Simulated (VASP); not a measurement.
# Ru (Cmcm) in VASP: further runs, part 2 of 2

VASP 6.6.1. The steps go on from the part before.

## Step 4: Single point, PBEsol (atoms displaced along a vibrational mode, the cell strained)

Input file INCAR:

```
ALGO = Fast
EDIFF = 1E-6
ENCUT = 520
GGA = PS
ISIF = 2
ISMEAR = 0
LASPH = True
LCHARG = False
LREAL = False
LWAVE = False
NBANDS = 21
NELM = 100
PREC = Accurate
SIGMA = 0.15
```

Input file KPOINTS:

```
k-points
0
Gamma
  18 18 10
```

Input file POSCAR:

```
Ru
1.0
    2.7614993361      0.0000000000      0.0000000000
   -1.3807496681      2.3915285776      0.0000000000
    0.0000000000      0.0000000000      4.2523798378
Ru
2
Direct
    0.3433576522      0.6867153044      0.2500000000
    0.6566423478      0.3132846956      0.7500000000
```

Potentials or basis: VASP PAW PBE potentials, release 64 (Ru_pv).

On the command line:

```console
> cat potpaw_PBE.64/Ru_pv/POTCAR > POTCAR
> mpirun -np 1 vasp_std > vasp.out
```

OUTCAR:

```text
EDIFF = 1E-6
   ENCUT = 520
   GGA = PS
   ISIF = 2
   ISMEAR = 0
   LASPH = True
   LREAL = False
   NELM = 100
   PREC = Accurate

 ion  position               nearest neighbor table
   1  0.343  0.687  0.250-   2 2.60   2 2.60   2 2.69   2 2.69   2 2.69   2 2.69
   2  0.657  0.313  0.750-   1 2.60   1 2.60   1 2.69   1 2.69   1 2.69   1 2.69

  LATTYP: Found a hexagonal cell.
 ALAT       =     2.7614993361
 C/A-ratio  =     1.5398808112

  Lattice vectors:

 A1 = (   2.7614993361,   0.0000000000,   0.0000000000)
 A2 = (  -1.3807496681,   2.3915285776,   0.0000000000)
 A3 = (   0.0000000000,   0.0000000000,   4.2523798378)

Analysis of symmetry for initial positions (statically):
=====================================================================
 Subroutine PRICEL returns:
 Original cell was already a primitive cell.

 Routine SETGRP: Setting up the symmetry group for a
 hexagonal supercell.

 Subroutine GETGRP returns: Found  8 space group operations
 (whereof  4 operations were pure point group operations)
 out of a pool of 24 trial point group operations.

The static configuration has the point symmetry C_2h.
 The point group associated with its full space group is D_2h.

Analysis of symmetry for dynamics (positions and initial velocities):
=====================================================================
 Subroutine PRICEL returns:
 Original cell was already a primitive cell.

 Routine SETGRP: Setting up the symmetry group for a
 hexagonal supercell.

 Subroutine GETGRP returns: Found  8 space group operations
 (whereof  4 operations were pure point group operations)
 out of a pool of 24 trial point group operations.

The dynamic configuration has the point symmetry C_2h.
 The point group associated with its full space group is D_2h.

 Subroutine INISYM returns: Found  8 space group operations
 (whereof  4 operations are pure point group operations),
 and found     1 'primitive' translations

----------------------------------------------------------------------------------------

                                     Primitive cell

  volume of cell :      28.0836

  direct lattice vectors                    reciprocal lattice vectors
     2.761499336  0.000000000  0.000000000     0.362122122  0.209071305  0.000000000
    -1.380749668  2.391528578  0.000000000     0.000000000  0.418142609  0.000000000
     0.000000000  0.000000000  4.252379838     0.000000000  0.000000000  0.235162436

  length of vectors
     2.761499336  2.761499336  4.252379838     0.418142609  0.418142609  0.235162436

  position of ions in fractional coordinates (direct lattice)
     0.343357652  0.686715304  0.250000000
     0.656642348  0.313284696  0.750000000

  ion indices of the primitive-cell ions
   primitive index   ion index
                 1           1
                 2           2

----------------------------------------------------------------------------------------

 KPOINTS: k-points

Automatic generation of k-mesh.
 Grid dimensions read from file:
 generate k-points for:   18   18   10

 Generating k-lattice:

  Cartesian coordinates                     Fractional coordinates (reciprocal lattice)
     0.020117896  0.011615072  0.000000000     0.055555556  0.000000000  0.000000000
     0.000000000  0.023230145  0.000000000     0.000000000  0.055555556  0.000000000
     0.000000000  0.000000000  0.023516244     0.000000000  0.000000000  0.100000000

  Length of vectors
     0.023230145  0.023230145  0.023516244

  Shift w.r.t. Gamma in fractional coordinates (k-lattice)
     0.000000000  0.000000000  0.000000000

 Subroutine IBZKPT returns following result:
 ===========================================

 Found    546 irreducible k-points:

 Following reciprocal coordinates:
            Coordinates               Weight
  0.000000  0.000000  0.000000      1.000000
  0.055556 -0.000000  0.000000      4.000000
  0.000000  0.055556  0.000000      2.000000
  0.111111 -0.000000  0.000000      4.000000
  0.000000  0.111111  0.000000      2.000000
  0.166667  0.000000  0.000000      4.000000
[... 16 lines left out ...]
 -0.055556  0.166667  0.000000      4.000000
 -0.166667  0.111111  0.000000      4.000000
 [... further k-points ...]
   k-points           NKPTS =    546   k-points in BZ     NKDIM =    546   number of bands    NBANDS=     21
   number of dos      NEDOS =    301   number of ions     NIONS =      2
   total plane-waves  NPLWV =  18432
   dimension x,y,z NGX =    24 NGY =   24 NGZ =   32
   dimension x,y,z NGXF=    48 NGYF=   48 NGZF=   64
   ions per type =               2
   NGX,Y,Z   is equivalent  to a cutoff of  14.45, 14.45, 12.51 a.u.
   NGXF,Y,Z  is equivalent  to a cutoff of  28.90, 28.90, 25.02 a.u.
 SYSTEM =  unknown system
   PREC   = accura    normal or accurate (medium, high low for compatibility)
   ISTART =      0    job   : 0-new  1-cont  2-samecut
   ICHARG =      2    charge: 1-file 2-atom 10-const
   ISPIN  =      1    spin polarized calculation?
   LNONCOLLINEAR =      F non collinear calculations
   LSORBIT =      F    spin-orbit coupling
   LASPH  =      T    aspherical Exc in radial PAW
   ENCUT  =  520.0 eV  38.22 Ry    6.18 a.u.   5.13  5.13  7.91*2*pi/ulx,y,z
   NELM   =    100;   NELMIN=  2; NELMDL= -5     # of ELM steps
   EDIFF  = 0.1E-05   stopping-criterion for ELM
   LREAL  =      F    real-space projection
   EDIFFG = 0.1E-04   stopping-criterion for IOM
   NSW    =      0    number of steps for IOM
   IBRION =     -1    ionic relax: 0-MD 1-quasi-New 2-CG
   NFREE  =      0    steps in history (QN), initial steepest desc. (CG)
   ISIF   =      2    stress and relaxation
   ISYM   =      2    0-nonsym 1-usesym 2-fastsym
   POTIM  = 0.5000    time-step for ionic-motion
   TEBEG  =    0.0;   TEEND  =   0.0 temperature during run
   PSTRESS=    0.0 pullay stress
   NELECT =      28.0000    total number of electrons
   NUPDOWN=      -1.0000    fix difference up-down
   EMIN   =  10.00;   EMAX   =-10.00  energy-range for DOS
   EFERMI =   0.00;   METHOD = LEGACY
   ISMEAR =     0;   SIGMA  =   0.15  broadening in eV -4-tet -1-fermi 0-gaus
   EFERMI_NEDOS =   21; number of points for ismear=-14 and -15
   IALGO  =     68    algorithm
   IMIX   =      4    mixing-type and parameters
     AMIX     =   0.40;   BMIX     =  1.00
     AMIX_MAG =   1.60;   BMIX_MAG =  1.00
  volume/ion in A,a.u.               =      14.04        94.76
  Fermi-wavevector in a.u.,A,eV,Ry     =   1.635473  3.090595 36.392471  2.674771
  Thomas-Fermi vector in A             =   2.726940
   LORBIT       =      0    0 simple, 1 ext, 2 COOP (PROOUT), +10 PAW based schemes
   GGA     = PS    functional components
   LHFCALC =     F    Hartree Fock is set to
   AEXX    =    0.0000 exact exchange contribution
   IVDW    =     0    specifies the selected vdW correction
   LEPSILON=     F    determine dielectric tensor
   LRPA    =     F    only Hartree local field effects (RPA)
 non-spin polarized calculation
 RMM-DIIS sequential band-by-band and
 Gauss-broadening in eV      SIGMA  =   0.15
  energy-cutoff  :      520.00
  volume of cell :       28.08
 maximum number of plane-waves:       772
 NGX is ok and might be reduce to    24
   NGX = 11   NGY = 11   NGZ = 15

 number of electron      27.9999999 magnetization

 Free energy of the ion-electron system (eV)
  ---------------------------------------------------
  ext. energy  EPLUGINS =         0.00000000
  ---------------------------------------------------
  free energy    TOTEN  =       -20.23155373 eV

  energy without entropy =      -20.21080030  energy(sigma->0) =      -20.22117701

 E-fermi :  12.1077     XC(G=0): -14.0696

 val. band max:       12.1061294436   @ k =   0.1111   0.0556   0.4000
 cond. band min:      12.1093645093   @ k =   0.0556   0.0556   0.4000
 fundamental gap:      0.0032350656
 Fermi energy:        12.1076771315

 k-point     1 :       0.0000    0.0000    0.0000
  band No.  band energies     occupation
      1     -31.4245      2.00000
      2     -30.6049      2.00000
      3     -30.5360      2.00000
      4     -30.4027      2.00000
      5     -30.3873      2.00000
      6     -30.3230      2.00000
[... 13 lines left out ...]
     20      22.4257      0.00000
     21      22.5037      0.00000
[... 529 lines left out ...]
 k-point    24 :      -0.1667    0.1111    0.0000
  band No.  band energies     occupation
      1     -31.3646      2.00000
      2     -30.6694      2.00000
      3     -30.6359      2.00000
      4     -30.5216      2.00000
      5     -30.4089      2.00000
      6     -30.3529      2.00000
[... 13 lines left out ...]
     20      22.4254      0.00000
     21      22.4740      0.00000

 [... further k-points ...]

------------------------ aborting loop because EDIFF is reached ----------------------------------------

  FORCE on cell =-STRESS in cart. coord.  units (eV):
  Direction    XX          YY          ZZ          XY          YZ          ZX
  --------------------------------------------------------------------------------------
  -------------------------------------------------------------------------------------
  Total       -3.4563109     -3.0316662     -1.5158291      0.0000000      0.0000000      0.0000000
  in kB     -197.1836097   -172.9575003    -86.4785203      0.0000000      0.0000000      0.0000000
  external PRESSURE =    -152.2065435 kB  Pullay stress =       0.0000000 kB

 VOLUME and BASIS-vectors are now :
 -----------------------------------------------------------------------------
  energy-cutoff  :      520.00
  volume of cell :       28.08
      direct lattice vectors                 reciprocal lattice vectors
     2.761499336  0.000000000  0.000000000     0.362122122  0.209071305  0.000000000
    -1.380749668  2.391528578  0.000000000     0.000000000  0.418142609  0.000000000
     0.000000000  0.000000000  4.252379838     0.000000000  0.000000000  0.235162436

 POSITION                                       TOTAL-FORCE (eV/Angst)
 -----------------------------------------------------------------------------------
     -0.00000      1.64230      1.06309         0.000000     -0.624328      0.000000
      1.38075      0.74923      3.18928        -0.000000      0.624328     -0.000000
 -----------------------------------------------------------------------------------
    total drift:                                0.000000      0.000000     -0.000000

  FREE ENERGIE OF THE ION-ELECTRON SYSTEM (eV)
  ---------------------------------------------------
  free  energy   TOTEN  =       -20.2315537252 eV

  energy  without entropy=      -20.2108003033  energy(sigma->0) =      -20.22117701
```

OSZICAR:

```text
N       E                     dE             d eps       ncg     rms          rms(c)
DAV:   1     0.285134411162E+03    0.28513E+03   -0.17532E+04 22996   0.147E+03
DAV:   2    -0.160355638616E+02   -0.30117E+03   -0.29196E+03 23602   0.443E+02
DAV:   3    -0.218320876644E+02   -0.57965E+01   -0.57605E+01 26832   0.686E+01
DAV:   4    -0.218758915483E+02   -0.43804E-01   -0.43754E-01 29291   0.566E+00
DAV:   5    -0.218764708646E+02   -0.57932E-03   -0.57637E-03 26063   0.570E-01    0.180E+01
RMM:   6    -0.203254579267E+02    0.15510E+01   -0.34507E+00 23479   0.153E+01    0.412E+00
RMM:   7    -0.202406643915E+02    0.84794E-01   -0.37775E-01 25327   0.444E+00    0.842E-01
RMM:   8    -0.202329787833E+02    0.76856E-02   -0.22386E-02 26060   0.144E+00    0.453E-01
RMM:   9    -0.202315151282E+02    0.14637E-02   -0.29176E-03 26403   0.481E-01    0.591E-02
RMM:  10    -0.202315494666E+02   -0.34338E-04   -0.46816E-04 27287   0.198E-01    0.175E-02
RMM:  11    -0.202315544275E+02   -0.49610E-05   -0.73714E-05 28983   0.522E-02    0.847E-03
RMM:  12    -0.202315539476E+02    0.47993E-06   -0.10696E-05 25687   0.197E-02    0.444E-03
RMM:  13    -0.202315537252E+02    0.22241E-06   -0.13468E-06 19034   0.793E-03
   1 F= -.20231554E+02 E0= -.20221177E+02  d E =-.207534E-01
```

stdout:

```text
POSCAR found type information on POSCAR Ru
 POSCAR found :  1 types and       2 ions
 scaLAPACK will be used
 -----------------------------------------------------------------------------
|                                                                             |
|                                                                             |
|     You enforced a specific xc type in the INCAR file but a different       |
|     I HOPE YOU KNOW WHAT YOU ARE DOING!                                     |
|                                                                             |
 -----------------------------------------------------------------------------

 LDA part: xc-table for (Slater+PW92), standard interpolation
 POSCAR, INCAR and KPOINTS ok, starting setup
 FFT: planning ... GRIDC
 FFT: planning ... GRID_SOFT
 FFT: planning ... GRID
 WAVECAR not read
 entering main loop
WARNING in EDDRMM: call to ZHEGV failed, returncode =   8  4     19
```

It took 4.1 min on 1 thread of Intel Xeon Platinum 8259CL at 2.50GHz (Skylake/Cascade Lake), shared host; peak memory 0.35 GiB.

What came out:

```yaml
Free_energy: -20.2316 eV
Pressure: -15.2 GPa
Largest_force: 0.624 eV/Å
Band_gap_on_the_k_mesh: zero (bands 14 and 15 overlap by 2.83 eV)
```

Forces on the atoms (eV/Å):
```
Ru   0.000 -0.624  0.000
Ru   0.000  0.624  0.000
```

Stress tensor (GPa, compression positive):
```
-19.72   0.00   0.00
  0.00 -17.30   0.00
  0.00   0.00  -8.65
```

Caveat: the cell differs from its parent crystal (atoms displaced along a vibrational mode, the cell strained); the stress differs along the axes, from -20 to -9 GPa; the PAW data sets were made with another functional, which shifts forces and pressure a little.

## Step 5: Single point, PBEsol (atoms displaced along a vibrational mode, the cell strained)

Input file INCAR:

```
SYSTEM = Ru
PREC = Accurate ; ENCUT = 520
EDIFF = 1E-6 ; ISMEAR = 0
SIGMA = 0.15 ; LREAL = .FALSE.
LASPH = .TRUE. ; NELM = 60
ALGO = Fast ; ISIF = 2
LWAVE = .FALSE. ; LCHARG = .FALSE.
GGA = PS ; NBANDS = 21
```

Input file KPOINTS:

```
regular mesh
0
G
  18 18 10
  0 0 0
```

Input file POSCAR:

```
Ru
1.0
    2.7614993361      0.0000000000      0.0000000000
   -1.3807496681      2.3915285776      0.0000000000
    0.0000000000      0.0000000000      4.2523798378
Ru
2
Direct
    0.3233090145      0.6466180290      0.2500000000
    0.6766909855      0.3533819710      0.7500000000
```

On the command line:

```console
> cat potpaw_PBE.64/Ru_pv/POTCAR > POTCAR
> mpirun -np 1 vasp_std > vasp.out
```

Run time: 8.6 min. Hardware: 1 thread of AMD EPYC 7R43 (Zen 3), shared host; peak memory 0.31 GiB.

Results (log left out):

- Free energy: -20.2301 eV
- Pressure: -15.2 GPa
- Largest force: 0.668 eV/Å
- Band gap on the k mesh: zero (bands 14 and 15 overlap by 2.98 eV)

Forces in eV/Å, atoms in the order of the input:
```
Ru   0.000  0.668  0.000
Ru   0.000 -0.668  0.000
```

Stress tensor (GPa, compression positive):
```
-17.22   0.00   0.00
  0.00 -19.85   0.00
  0.00   0.00  -8.66
```

Levels at points of the mesh, in eV from the Fermi level:
```
           k point  band 11  band 12  band 13  band 14  band 15  band 16  band 17  band 18
(0.00, 0.00, 0.00)    -2.27    -1.82    -1.72    -1.70    -1.21     0.78     1.45     1.50
(0.50, 0.00, 0.00)    -2.04    -1.99    -1.40     1.15     1.68     1.83     3.94     5.60
(0.00, 0.50, 0.00)    -1.64    -1.46    -1.27     1.29     1.55     2.02     3.50     6.02
(0.00, 0.00, 0.50)    -2.68    -2.68    -2.50    -2.50     0.41     0.41     0.63     0.63
(0.50, 0.00, 0.50)    -1.06    -1.06     0.56     0.56     1.46     1.46     3.04     3.04
(0.00, 0.50, 0.50)    -1.15    -1.15     0.07     0.07     1.49     1.49     3.54     3.54
```

Caveat: the cell differs from its parent crystal (atoms displaced along a vibrational mode, the cell strained); the stress differs along the axes, from -20 to -9 GPa; the PAW data sets were made with another functional, which shifts forces and pressure a little.

## Step 6: Overview

| cell | gap on the mesh (eV) | pressure (GPa) | largest force (eV/Å) |
| --- | --- | --- | --- |
| a = 2.725, b = 2.725, c = 4.252 Å, angles 90.0, 90.0, 120.0°, 2 atoms, atomic positions A | none | -8.0 | 0.65 |
| a = 2.725, b = 2.725, c = 4.252 Å, angles 90.0, 90.0, 120.0°, 2 atoms, atomic positions B | none | -8.0 | 0.70 |
| a = 2.761, b = 2.761, c = 4.252 Å, angles 90.0, 90.0, 120.0°, 2 atoms, atomic positions A | none | -15.2 | 0.62 |
| a = 2.761, b = 2.761, c = 4.252 Å, angles 90.0, 90.0, 120.0°, 2 atoms, atomic positions B | none | -15.2 | 0.67 |

Alike in all rows: task single point; level PBEsol; potentials or basis VASP PAW PBE potentials, release 64 (Ru_pv); no spin polarisation; k mesh 18 × 18 × 10; cutoff (eV) 520; smearing gaussian 0.15 eV.

Caveats: the PAW data sets were made with another functional, which shifts forces and pressure a little; the stress differs along the axes, from -20 to -9 GPa (at least some runs); the stress differs along the axes, from -11 to -4 GPa (at least some runs); the stress differs along the axes, from -12 to -4 GPa (at least some runs).

Absolute energies hang on the potentials; compare differences alone.
